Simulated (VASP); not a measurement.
Set up this calculation in VASP 6.6.1, as the native input.

```yaml
Task: single point
Functional: PBE
Potentials_or_basis: VASP PAW PBE potentials, release 64 (Ti_sv, C)
Cutoff: 520 eV
k_mesh: 11 × 11 × 11
Occupations: methfessel-paxton, width 0.1 eV
Spin: no spin polarisation
Dipole_correction: no
Further_INCAR_settings: ALGO = Normal; EDIFF = 1e-07; NBANDS = 15
```

The structure of TiC lies in POSCAR:

```
TiC
1.0
    0.0000000000      2.1877151007      2.1877151007
    2.1877151007      0.0000000000      2.1877151007
    2.1877151007      2.1877151007      0.0000000000
Ti C
1 1
Direct
    0.0000000000      0.0000000000      0.0000000000
    0.5000000000      0.5000000000      0.5000000000
```

The input as run:

INCAR

```
PREC = Accurate ; ENCUT = 520
EDIFF = 1E-7 ; ISMEAR = 1
SIGMA = 0.1 ; LREAL = False
LASPH = True ; NELM = 80
ALGO = Normal ; ISIF = 2
LWAVE = False ; LCHARG = False
GGA = PE ; NBANDS = 15
```

KPOINTS

```
Automatic mesh
0
Gamma
  11 11 11
```

Potentials or basis: VASP PAW PBE potentials, release 64 (Ti_sv, C).

The run is started by

```sh
$ cat potpaw_PBE.64/Ti_sv/POTCAR potpaw_PBE.64/C/POTCAR > POTCAR
$ mpirun -np 1 vasp_std > vasp.out
```

Results of the run:

```
Pressure               : -6.7 GPa
Band gap on the k mesh : zero (band 8 reaches 9.74 eV, above the bottom of band 9 at 8.66 eV)
```

Wall time 32 s on 1 thread of Intel Xeon 8259CL (shared host), peak memory 0.14 GiB.
